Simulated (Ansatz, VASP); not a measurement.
# SnTe: VASP beside Ansatz

Contents of INCAR:

```
ALGO     = Normal         # electronic algorithm
EDIFF    = 1E-6           # SCF threshold, eV
ENCUT    = 520            # plane-wave cutoff, eV
GGA      = PE             # functional
ISIF     = 2              # what is computed and relaxed
ISMEAR   = 0              # smearing method
LASPH    = True           # aspherical terms in the spheres
LCHARG   = True           # write CHGCAR
LELF     = True           # ELF
LREAL    = False          # projectors in reciprocal space
LVHAR    = True         
LWAVE    = False          # write WAVECAR
NBANDS   = 17             # bands
NELM     = 60             # most SCF steps
PREC     = Accurate       # precision mode
SIGMA    = 0.03           # smearing width, eV
```

The input KPOINTS:

```
k-points
0
Gamma
  10 10 10
```

Contents of POSCAR:

```
SnTe
1.0
    0.0000000000      3.2827600000      3.1565000000
    3.2827600000      0.0000000000      3.1565000000
    3.2827600000      3.2827600000      0.0000000000
Sn Te
1 1
Direct
    0.0000000000      0.0000000000      0.0000000000
    0.5000000000      0.5000000000      0.5000000000
```

Input for Ansatz:

```yaml
crystal:
  lattice:
    - [0.0, 3.28276, 3.1565]
    - [3.28276, 0.0, 3.1565]
    - [3.28276, 3.28276, 0.0]
  atoms:
    - { symbol: Sn, position: [0.0, 0.0, 0.0] }
    - { symbol: Te, position: [0.5, 0.5, 0.5] }
basis:
  ecutwfc: 420
kpoints:
  mp_grid: { grid: [10, 10, 10] }
hamiltonian:
  xc: pbe
scf:
  occupations: { method: gaussian, width: 0.03 }
output:
  forces: true
  stress: true
  eigenvalues: true
  write_density: true
  write_potential: true
  elf: true
  volumetric_format: npy
```

Change from the starting cell: strain +0.0400 x Voigt [1, 1, 0, 0, 0, 0], atoms carried along.

Alike in both runs: task single point; functional PBE; k mesh 10 × 10 × 10; occupations gaussian, width 0.03 eV; no spin polarisation.

|  | VASP | Ansatz |
| --- | --- | --- |
| version | VASP 6.6.1 | Ansatz 0.2.0 |
| potentials or method | VASP PAW PBE potentials, release 64 (Sn_d, Te), cutoff 520 eV | scalar-relativistic, plane waves, PAW |
| valence electrons in the cell | 20 | 30 |

|  | VASP | Ansatz | Ansatz less VASP |
| --- | --- | --- | --- |
| gap on the k mesh at the Fermi level (eV) | 0.07 | 0.07 | +0.001 |
| least direct gap on the mesh (eV) | 0.07 | 0.07 | +0.001 |
| pressure (GPa) | -1.1 | -1.0 | +0.06 |
| traceless stress, the component that is largest in VASP (GPa) | 2.74 | 2.73 | -0.003 |

With one functional, cell and mesh, what is left measures potentials, basis and numerics. VASP's potentials hold 20 valence electrons a cell and Ansatz's 30, so a difference there can come from the potentials and not from the codes.

Neither program's run includes spin-orbit coupling.
